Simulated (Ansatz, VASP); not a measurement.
## TiO2: VASP beside Ansatz

```
CELL_PARAMETERS angstrom
-1.90900 1.90900 4.88756
1.90900 -1.90900 4.88756
1.90900 1.90900 -4.88756
ATOMIC_POSITIONS crystal
Ti 0.00000 0.00000 0.00000
Ti 0.75000 0.25000 0.50000
O 0.95530 0.45530 0.50000
O 0.20530 0.20530 0.00000
O 0.54470 0.04470 0.50000
O 0.79470 0.79470 0.00000
```

Alike in both runs: functional PBE; k mesh 8 × 8 × 8; occupations gaussian, width 0.02 eV; no spin polarisation; Hubbard terms Ti d U = 4.0 eV.

Ansatz relaxed the structure, and its values are those at the end. VASP's run is a single point on that final structure, the one shown.

```csv
,VASP,Ansatz
version,VASP 6.6.1,Ansatz 0.2.0
potentials or method,"VASP PAW PBE potentials, release 64 (Ti_sv, O), cutoff 520 eV","scalar-relativistic, plane waves, PAW"
valence electrons in the cell,48,48
```

Ansatz gave:

```
gap on the k mesh at the Fermi level (eV) : 2.65
least direct gap on the mesh (eV)         : 2.91
pressure (GPa)                            : 0.0
rms of the force components (eV/Å)        : 0.000
```

Question: Estimate VASP's values.

Answer: gap on the k mesh at the Fermi level (eV): 2.68; least direct gap on the mesh (eV): 2.95; pressure (GPa): 4.2; rms of the force components (eV/Å): 0.071.

The programs project onto different local orbitals, so the same U acts differently, and such runs can settle in different states.
